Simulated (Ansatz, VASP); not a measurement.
**One calculation of Ag, two programs**

File INCAR:

```
SYSTEM = Ag
ALGO     = Normal         ! electronic algorithm
EDIFF    = 1E-6           ! SCF threshold, eV
ENCUT    = 520            ! plane-wave cutoff, eV
ISIF     = 2              ! what is computed and relaxed
ISMEAR   = -1             ! smearing method
LASPH    = .TRUE.         ! aspherical terms in the spheres
LCHARG   = .TRUE.         ! write CHGCAR
LELF     = .TRUE.         ! ELF
LREAL    = .FALSE.        ! projectors in reciprocal space
LVHAR    = .TRUE.       
LWAVE    = .FALSE.        ! write WAVECAR
NBANDS   = 18             ! bands
NELM     = 80             ! most SCF steps
PREC     = Accurate       ! precision mode
SIGMA    = 0.1            ! smearing width, eV
```

Contents of KPOINTS:

```
k-points
0
G
  10 10 10
  0 0 0
```

File POSCAR:

```
Ag
1.0
    0.0000000000      3.0420615302      3.0420615302
    3.0420615302      0.0000000000      3.0420615302
    3.0420615302      3.0420615302      0.0000000000
Ag
2
Direct
    0.1250000000      0.1250000000      0.1250000000
    0.8750000000      0.8750000000      0.8750000000
```

Input for Ansatz:

```yaml
crystal:
  lattice:
    - [0.0, 3.0420615302, 3.0420615302]
    - [3.0420615302, 0.0, 3.0420615302]
    - [3.0420615302, 3.0420615302, 0.0]
  atoms:
    - { symbol: Ag, position: [0.125, 0.125, 0.125] }
    - { symbol: Ag, position: [0.875, 0.875, 0.875] }
hamiltonian:
  xc: lda
  pseudopotentials:
    kind: paw
    azcp:
      Ag: "pseudopotentials/Ag.paw.azcp"
basis:
  ecutwfc: 420
  fft_grid_basis: typed
kpoints:
  mp_grid: { grid: [10, 10, 10], shift: [0, 0, 0] }
magnetization:
  spin_polarized: false
scf:
  occupations: { method: fermi_dirac, width: 0.1 }
  lower_state_search: "off"
output:
  stress: true
```

Alike in both runs: task single point; functional LDA; k mesh 10 × 10 × 10; occupations fermi-dirac, width 0.1 eV; no spin polarisation.

|  | VASP | Ansatz |
| --- | --- | --- |
| version | VASP 6.6.1 | Ansatz 0.2.0 |
| potentials or method | VASP PAW LDA potentials, release 64 (Ag), cutoff 520 eV | plane waves (420 eV) with PAW, scalar-relativistic |
| valence electrons in the cell | 22 | 38 |

|  | VASP | Ansatz | Ansatz less VASP |
| --- | --- | --- | --- |
| pressure (GPa) | -3.2 | -3.2 | -0.05 |

Ansatz warns that its potentials were made for another functional, while VASP's fit it. LDA's correlation is that of Perdew and Zunger in VASP and of Perdew and Wang (1992) in Ansatz. VASP's potentials hold 22 valence electrons a cell and Ansatz's 38, so a difference there can come from the potentials and not from the codes.
